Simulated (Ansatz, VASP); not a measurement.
## One calculation of AlCo, two programs

File INCAR:

```
SYSTEM = AlCo
  ALGO = Normal
  EDIFF = 1E-7
  ENCUT = 520
  GGA = PE
  ISIF = 2
  ISMEAR = 0
  ISPIN = 2
  LASPH = .True.
  LCHARG = .False.
  LMAXMIX = 4
  LORBIT = 11
  LREAL = .False.
  LWAVE = .False.
  MAGMOM = 0 3
  NBANDS = 17
  NELM = 150
  PREC = Accurate
  SIGMA = 0.1
```

File KPOINTS:

```
k-points
0
Gamma
  6 6 6
  0 0 0
```

POSCAR

```
AlCo
1.0
    2.8194032100      0.0000000000      0.0000000000
    0.0000000000      2.8194032100      0.0000000000
    0.0000000000      0.0000000000      2.8194032100
Al Co
1 1
Direct
    0.0000000000      0.0000000000      0.0000000000
    0.5000000000      0.5000000000      0.5000000000
```

Input for Ansatz:

```yaml
crystal:
  lattice:
    - [2.81940321, 0.0, 0.0]
    - [0.0, 2.81940321, 0.0]
    - [0.0, 0.0, 2.81940321]
  atoms:
    - { symbol: Al, position: [0.0, 0.0, 0.0] }
    - { symbol: Co, position: [0.5, 0.5, 0.5], spin: 3.0 }
basis:
  ecutwfc: 420
kpoints:
  mp_grid: { grid: [6, 6, 6] }
hamiltonian:
  xc: pbe
scf:
  occupations: { method: gaussian, width: 0.1 }
  lower_state_search: "off"
output:
  forces: true
  stress: true
  eigenvalues: true
  populations: true
magnetization:
  spin_polarized: true
```

Alike in both runs: task single point; functional PBE; k mesh 6 × 6 × 6; occupations gaussian, width 0.1 eV; collinear spin.

|  | VASP | Ansatz |
| --- | --- | --- |
| version | VASP 6.6.1 | Ansatz 0.2.0 |
| potentials or method | VASP PAW PBE potentials, release 64 (Al, Co), cutoff 520 eV | scalar-relativistic, plane waves, PAW |
| valence electrons in the cell | 12 | 20 |

```csv
,VASP,Ansatz,Ansatz less VASP
gap on the k mesh at the Fermi level (eV),none,none,-
pressure (GPa),7.0,7.0,-0.02
net moment per atom (μB),0.03,0.03,+0.001
size of the moment on the site where the two differ most (μB),0.08,0.08,+0.003
```

Site moments also hang on the region over which each program counts them. A gap of «none» marks a metal or a gap that the smearing closes. With one functional, cell and mesh, what is left measures potentials, basis and numerics. VASP's potentials hold 12 valence electrons a cell and Ansatz's 20, so a difference there can come from the potentials and not from the codes. Ansatz's warnings: seeded moment not kept.

The k mesh is coarse, so the values compare programs but aren't converged.
